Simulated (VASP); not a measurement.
Wanted: the native input for a VASP 6.6.1 run.

```yaml
Task: single point
Functional: PBEsol
Potentials_or_basis: VASP PAW PBE potentials, release 64 (Mg, O)
Cutoff: 520 eV
k_mesh: 10 × 10 × 10
Occupations: gaussian, width 0.05 eV
Spin: no spin polarisation
Dipole_correction: no
Further_INCAR_settings: ALGO = Normal; EDIFF = 1e-06; NBANDS = 11
```

The structure of MgO lies in POSCAR:

```
MgO
1.0
    0.0000000000      2.0901029176      2.0901029176
    2.0901029176      0.0000000000      2.0901029176
    2.0901029176      2.0901029176      0.0000000000
Mg O
1 1
Direct
    0.0000000000      0.0000000000      0.0000000000
    0.5000000000      0.5000000000      0.5000000000
```

One way to write it, as run:

INCAR

```
SYSTEM = MgO
ALGO     = Normal         ! electronic algorithm
EDIFF    = 1E-6           ! SCF threshold, eV
ENCUT    = 520            ! plane-wave cutoff, eV
GGA      = PS             ! functional
ISIF     = 2              ! what is computed and relaxed
ISMEAR   = 0              ! smearing method
LASPH    = .True.         ! aspherical terms in the spheres
LCHARG   = .False.        ! write CHGCAR
LREAL    = .False.        ! projectors in reciprocal space
LWAVE    = .False.        ! write WAVECAR
NBANDS   = 11             ! bands
NELM     = 80             ! most SCF steps
PREC     = Accurate       ! precision mode
SIGMA    = 0.05           ! smearing width, eV
```

KPOINTS

```
k-points
0
Gamma
  10 10 10
  0 0 0
```

Potentials or basis: VASP PAW PBE potentials, release 64 (Mg, O).

Command:

```console
$ cat potpaw_PBE.64/Mg/POTCAR potpaw_PBE.64/O/POTCAR > POTCAR
$ mpirun -np 1 vasp_std > vasp.out
```

It gave:

```
Pressure               : 3.5 GPa
Band gap on the k mesh : 4.86 eV, direct
```

Caveat: the PAW data sets were made with another functional, which shifts forces and pressure a little.

Run time: 7.4 s on 1 thread of Intel(R) Xeon(R) Platinum 8488C (Sapphire Rapids), on a shared host, peak memory 0.14 GiB.
